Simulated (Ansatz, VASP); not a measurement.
## WSe2 in VASP and in Ansatz

File INCAR:

```
ALGO     = Normal         # electronic algorithm
EDIFF    = 1E-6           # SCF threshold, eV
EDIFFG   = -0.005         # ionic threshold
ENCUT    = 600            # plane-wave cutoff, eV
GGA      = PE             # functional
IBRION   = 2              # ionic algorithm
ISIF     = 3              # what is computed and relaxed
ISMEAR   = 0              # smearing method
LASPH    = T              # aspherical terms in the spheres
LCHARG   = F              # write CHGCAR
LREAL    = F              # projectors in reciprocal space
LWAVE    = F              # write WAVECAR
NELM     = 60             # most SCF steps
NSW      = 100            # ionic steps
PREC     = Accurate       # precision mode
SIGMA    = 0.02           # smearing width, eV
```

File KPOINTS:

```
k-points
0
Gamma
  12 12 2
```

The input POSCAR:

```
WSe2
1.0
    3.2899984505      0.0000000000      0.0000000000
   -1.6449992252      2.8492222365      0.0000000000
    0.0000000000      0.0000000000     12.9700000000
W Se
2 4
Direct
    0.3333333333      0.6666666667      0.2500000000
    0.6666666667      0.3333333333      0.7500000000
    0.3333333333      0.6666666667      0.6210000000
    0.6666666667      0.3333333333      0.1210000000
    0.3333333333      0.6666666667      0.8790000000
    0.6666666667      0.3333333333      0.3790000000
```

Input for Ansatz:

```yaml
crystal:
  lattice:
    - [3.29, 0.0, 0.0]
    - [-1.645, 2.8492235785, 0.0]
    - [0.0, 0.0, 12.97]
  atoms:
    - { symbol: W, position: [0.3333333333, 0.6666666667, 0.25] }
    - { symbol: W, position: [0.6666666667, 0.3333333333, 0.75] }
    - { symbol: Se, position: [0.3333333333, 0.6666666667, 0.621] }
    - { symbol: Se, position: [0.6666666667, 0.3333333333, 0.121] }
    - { symbol: Se, position: [0.3333333333, 0.6666666667, 0.879] }
    - { symbol: Se, position: [0.6666666667, 0.3333333333, 0.379] }
basis:
  ecutwfc: 420
kpoints:
  mp_grid: { grid: [12, 12, 2] }
hamiltonian:
  xc: pbe
scf:
  occupations: { method: gaussian, width: 0.02 }
output:
  forces: true
  stress: true
  eigenvalues: true
  write_density: true
  write_potential: true
  elf: true
  volumetric_format: npy
relax:
  adjacent_minimum: "off"
  f_tol: 0.005
  max_steps: 80
  cell: { stress_tol: 0.05 }
```

Alike in both runs: task relaxation of cell and atoms; functional PBE; k mesh 12 × 12 × 2; occupations gaussian, width 0.02 eV; no spin polarisation.

|  | VASP | Ansatz |
| --- | --- | --- |
| version | VASP 6.6.1 | Ansatz 0.2.0 |
| potentials or method | VASP PAW PBE potentials, release 64 (W_sv, Se), cutoff 600 eV | scalar-relativistic, plane waves, PAW |
| valence electrons in the cell | 52 | 92 |

|  | VASP | Ansatz | Ansatz less VASP |
| --- | --- | --- | --- |
| gap on the k mesh at the Fermi level, each at its own relaxed structure (eV) | 1.44 | 1.48 | +0.033 |
| relaxed volume (Å³/atom) | 23.89 | 24.28 | +0.398 |
| relaxed length of the cell vector where the two differ most in proportion (Å) | 14.992 | 15.257 | +0.2652 |

VASP's potentials hold 52 valence electrons a cell and Ansatz's 92, so a difference there can come from the potentials and not from the codes.

Neither program's run includes spin-orbit coupling. Noted on VASP's run: the volume moved by over 15 % at a fixed basis, so the end points are rough.
